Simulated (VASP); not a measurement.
SnSe2, 3 atoms in the cell. It takes space group P-3m1 (No. 164, trigonal). Conventional cell: a = 3.696 Å, b = 3.696 Å, c = 6.010 Å, α = 90.00°, β = 90.00°, γ = 120.00°. Within 3.5 Å of Sn (site symmetry -3m) lie 6 Se at 2.66 Å. Se (site symmetry 3m) has 3 Sn at 2.66 Å within 3.5 Å. 

- Program: VASP 6.6.1
- Task: single point
- Functional: PBE
- Dispersion: D3(BJ)
- Potentials or basis: VASP PAW PBE potentials, release 64 (Sn_d, Se)
- Cutoff: 500 eV
- k mesh: 12 × 12 × 6
- Occupations: gaussian, width 0.03 eV
- Spin: no spin polarisation
- Dipole correction: no
- Further INCAR settings: ALGO = Normal; EDIFF = 1e-06; NBANDS = 20

Potentials or basis: VASP PAW PBE potentials, release 64 (Sn_d, Se).

Launch:

```bash
$ cat potpaw_PBE.64/Sn_d/POTCAR potpaw_PBE.64/Se/POTCAR > POTCAR
$ mpirun -np 1 vasp_std > vasp.out
```

Hardware: 1 thread of Intel(R) Xeon(R) Platinum 8488C (Sapphire Rapids) (shared host).

Problem. Estimate the wall time of this run.

Solution. Run time: 96 s on 1 thread of Intel(R) Xeon(R) Platinum 8488C (Sapphire Rapids), on a shared host, peak memory 0.28 GiB. Counts: scf iterations 12, k points 100.
